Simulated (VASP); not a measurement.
Set up this calculation in VASP 6.6.1, as the native input.

```yaml
Task: single point
Functional: r2SCAN
Potentials_or_basis: VASP PAW PBE potentials, release 64 (B, N)
Cutoff: 520 eV
k_mesh: 8 × 8 × 6
Occupations: gaussian, width 0.05 eV
Spin: no spin polarisation
Dipole_correction: no
Further_INCAR_settings: ALGO = Normal; EDIFF = 1e-06; NBANDS = 16
```

Crystal: BN.

```
B N
1.0
     0.15594   -1.45173   -1.91867
     0.05690    1.66919   -2.13613
     3.36359   -0.09904   -0.21284
B N
2 2
Cartesian
  1.7962 0.0477 -2.1349
  0.0244 0.0089 -0.0034
  0.8587 0.8025 -1.0987
  2.5789 -0.7902 -1.1371
```

This cell differs from its parent crystal: atoms moved at random and the cell strained at random.

The input as run:

POSCAR

```
BN
1.0
    0.1559435042     -1.4517328050     -1.9186746840
    0.0569005672      1.6691871454     -2.1361290244
    3.3635931380     -0.0990429370     -0.2128440714
B N
2 2
Direct
    0.5039779256      0.4966879581      0.5022392950
   -0.0027959503      0.0033566035      0.0073324684
   -0.0032345989      0.4926276732      0.2471091026
    0.5020526236      0.0073277652      0.7433191340
```

INCAR.step1

```
SYSTEM = BN
  PREC = Accurate
  ENCUT = 520
  ISMEAR = 0
  SIGMA = 0.05
  LREAL = .FALSE.
  LASPH = .TRUE.
  NELM = 100
  NBANDS = 16
  GGA = PE
  ALGO = Normal
  EDIFF = 1E-4
  LWAVE = .TRUE.
  LCHARG = .FALSE.
```

INCAR.step2

```
SYSTEM = BN
  PREC = Accurate
  ENCUT = 520
  EDIFF = 1E-6
  ISMEAR = 0
  SIGMA = 0.05
  LREAL = .FALSE.
  LASPH = .TRUE.
  NELM = 100
  ALGO = Normal
  ISIF = 2
  LWAVE = .FALSE.
  LCHARG = .TRUE.
  METAGGA = R2SCAN
  LMIXTAU = .TRUE.
  LELF = .TRUE.
  LVHAR = .TRUE.
  NBANDS = 16
  ISTART = 1
```

KPOINTS

```
Automatic mesh
0
G
  8 8 6
  0 0 0
```

Potentials or basis: VASP PAW PBE potentials, release 64 (B, N).

Launch:

```bash
$ cat potpaw_PBE.64/B/POTCAR potpaw_PBE.64/N/POTCAR > POTCAR
$ cp INCAR.step1 INCAR
$ mpirun -np 1 vasp_std > vasp.out
$ cp INCAR.step2 INCAR
$ mpirun -np 1 vasp_std > vasp.out
```

Results of the run:

The pressure is 66.8 GPa and the largest force is 2.667 eV/Å. The band gap on the k mesh is 1.62 eV.

Caveat: the cell differs from its parent crystal (atoms moved at random and the cell strained at random); the PAW data sets were made with another functional, which shifts forces and pressure a little.

Run time: 120 s on 1 thread of Intel(R) Xeon(R) Platinum 8488C (Sapphire Rapids), with other jobs on the host, peak memory 0.17 GiB.
